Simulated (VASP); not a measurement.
MoS2:

```
Mo S
1.0
     1.59215    0.91923    6.48210
    -1.59215    0.91923    6.48210
     0.00000   -1.83846    6.48210
Mo S
1 2
Direct
  0.99978 0.99978 0.99978
  0.41293 0.41293 0.41293
  0.25330 0.25330 0.25330
```

- Program: VASP 6.6.1
- Task: relaxation of cell and atoms
- Functional: PBE
- Dispersion: D3(BJ)
- Potentials or basis: VASP PAW PBE potentials, release 64 (Mo_sv, S)
- Cutoff: 600 eV
- k mesh: 8 × 8 × 8
- Occupations: fermi-dirac, width 0.02 eV
- Spin: no spin polarisation

At the start: pressure -2.2 GPa; volume 18.97 Å³/atom.

Q: Where does the relaxation end?

A: Over 13 steps the energy falls by 17.4 meV/atom and the volume is 17.19 Å³/atom (-9.4 %); space group R3m (No. 160, to 0.1 Å) before and after.

Step by step:
```
step  energy change (eV)  largest force (eV/Å)  pressure (GPa)  volume (Å³)
   1              0.0000                0.1391           -2.18        56.92
   2             -0.0048                0.5246            2.52        54.82
   3             -0.0101                0.3581            0.46        55.69
   4             -0.0157                0.0315           -0.36        55.31
   5             -0.0158                0.0690           -0.26        55.35
   6             -0.0215                0.0685           -0.26        54.96
   7             -0.0367                0.0745           -0.10        53.80
   8             -0.0517                0.1035            0.75        51.47
   9             -0.0251                0.6644           -4.54        52.23
  10             -0.0523                0.0058            0.04        51.56
  11             -0.0523                0.0065            0.02        51.57
  12             -0.0523                0.0194            0.00        51.59
  13             -0.0523                0.0040            0.01        51.58
```

Final structure:
```xyz
3
Lattice="1.5762 0.9100 5.9926 -1.5762 0.9100 5.9926 0.0000 -1.8201 5.9926" Properties=species:S:1:pos:R:3 pbc="T T T"
Mo    0.0000    0.0000   17.9733
S     0.0000    0.0000    7.5519
S     0.0000    0.0000    4.4260
```
